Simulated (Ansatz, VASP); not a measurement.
# One calculation of Ru, two programs

INCAR

```
SYSTEM = Ru
PREC     = Accurate       ! precision mode
ENCUT    = 520            ! plane-wave cutoff, eV
EDIFF    = 1E-6           ! SCF threshold, eV
ISMEAR   = 0              ! smearing method
SIGMA    = 0.005          ! smearing width, eV
LREAL    = .False.        ! projectors in reciprocal space
LASPH    = .True.         ! aspherical terms in the spheres
NELM     = 150            ! most SCF steps
ALGO     = Normal         ! electronic algorithm
ISIF     = 2              ! what is computed and relaxed
LWAVE    = .False.        ! write WAVECAR
LCHARG   = .True.         ! write CHGCAR
ISPIN    = 2              ! spin polarisation
MAGMOM   = 4              ! initial moments
LORBIT   = 11             ! projections on sites
LMAXMIX  = 4              ! l up to which the mixer works
GGA      = PE             ! functional
IVDW     = 12             ! dispersion correction
LELF     = .True.         ! ELF
LVHAR    = .True.       
ISYM     = 0            
NBANDS   = 17             ! bands
```

The input KPOINTS:

```
regular mesh
0
Gamma
  1 1 1
  0 0 0
```

File POSCAR:

```
Ru
1.0
   15.0000000000      0.0000000000      0.0000000000
    0.0000000000     15.5000000000      0.0000000000
    0.0000000000      0.0000000000     16.0000000000
Ru
1
Direct
    0.5000000000      0.5000000000      0.5000000000
```

Input for Ansatz:

```yaml
crystal:
  lattice:
    - [15.0, 0.0, 0.0]
    - [0.0, 15.5, 0.0]
    - [0.0, 0.0, 16.0]
  atoms:
    - { symbol: Ru, position: [0.5, 0.5, 0.5], spin: 4.0 }
  symmetry: { detect: false }
basis:
  ecutwfc: 420
kpoints:
  mp_grid: { grid: [1, 1, 1] }
hamiltonian:
  xc: pbe
  dispersion: d3bj
scf:
  occupations: { method: gaussian, width: 0.005 }
output:
  forces: true
  eigenvalues: true
  populations: true
magnetization:
  spin_polarized: true
```

Alike in both runs: task single point; functional PBE; dispersion D3(BJ); k mesh 1 × 1 × 1; occupations gaussian, width 0.005 eV; collinear spin.

```csv
,VASP,Ansatz
version,VASP 6.6.1,Ansatz 0.2.0
potentials or method,"VASP PAW PBE potentials, release 64 (Ru_pv), cutoff 520 eV","scalar-relativistic, plane waves, PAW"
valence electrons in the cell,14,16
```

Ansatz gave:

* gap on the k mesh at the Fermi level (eV): 0.83
* net moment per atom (μB): 4.00
* size of the moment on the site where the two differ most (μB): 4.00

Task: Estimate VASP's values.

Result: gap on the k mesh at the Fermi level (eV): 0.81; net moment per atom (μB): 4.00; size of the moment on the site where the two differ most (μB): 2.89.

Site moments also hang on the region over which each program counts them. VASP's potentials hold 14 valence electrons a cell and Ansatz's 16, so a difference there can come from the potentials and not from the codes. Ansatz's warnings: stability check not made.
